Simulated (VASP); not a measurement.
Write the native input for VASP 6.6.1 that does the following.

```yaml
Task: single point
Functional: PBE
Potentials_or_basis: VASP PAW PBE potentials, release 64 (Sn_d, Ge_d)
Cutoff: 520 eV
k_mesh: 6 × 6 × 6
Occupations: gaussian, width 0.1 eV
Spin: no spin polarisation
Dipole_correction: no
Further_INCAR_settings: ALGO = Normal; EDIFF = 1e-07; NBANDS = 66
```

The structure of SnGe7 lies in POSCAR:

```
SnGe7
1.0
    5.8808340049      0.0000000000      0.0000000000
    0.0000000000      5.8808340049      0.0000000000
    0.0000000000      0.0000000000      5.8808340049
Sn Ge
1 7
Direct
    0.0000000000      0.0000000000      0.0000000000
    0.2582618263      0.2582618263      0.2582618263
    0.0000000000      0.5000000000      0.5000000000
    0.5000000000      0.5000000000      0.0000000000
    0.5000000000      0.0000000000      0.5000000000
    0.7417381737      0.2582618263      0.7417381737
    0.7417381737      0.7417381737      0.2582618263
    0.2582618263      0.7417381737      0.7417381737
```

The cell was generated, and may not be a known phase.

One way to write it, as run:

INCAR

```
SYSTEM = SnGe7
PREC = Accurate ; ENCUT = 520
EDIFF = 1E-7 ; ISMEAR = 0
SIGMA = 0.1 ; LREAL = .False.
LASPH = .True. ; NELM = 100
ALGO = Normal ; ISIF = 2
LWAVE = .False. ; LCHARG = .False.
GGA = PE ; NBANDS = 66
```

KPOINTS

```
regular mesh
0
Gamma
  6 6 6
  0 0 0
```

Potentials or basis: VASP PAW PBE potentials, release 64 (Sn_d, Ge_d).

Launch:

```bash
$ cat potpaw_PBE.64/Sn_d/POTCAR potpaw_PBE.64/Ge_d/POTCAR > POTCAR
$ mpirun -np 1 vasp_std > vasp.out
```

It gave:

```yaml
Pressure: 0.0 GPa
Band_gap_on_the_k_mesh: zero (bands 56 and 57 overlap by 0.27 eV)
```

Caveat: semilocal functionals underestimate gaps, and a narrow one can read as zero; spin-orbit coupling is left out, which moves the levels of the heavy elements.

It took 11 min on 1 thread of Intel Xeon 8259CL, on a shared host, peak memory 0.44 GiB.
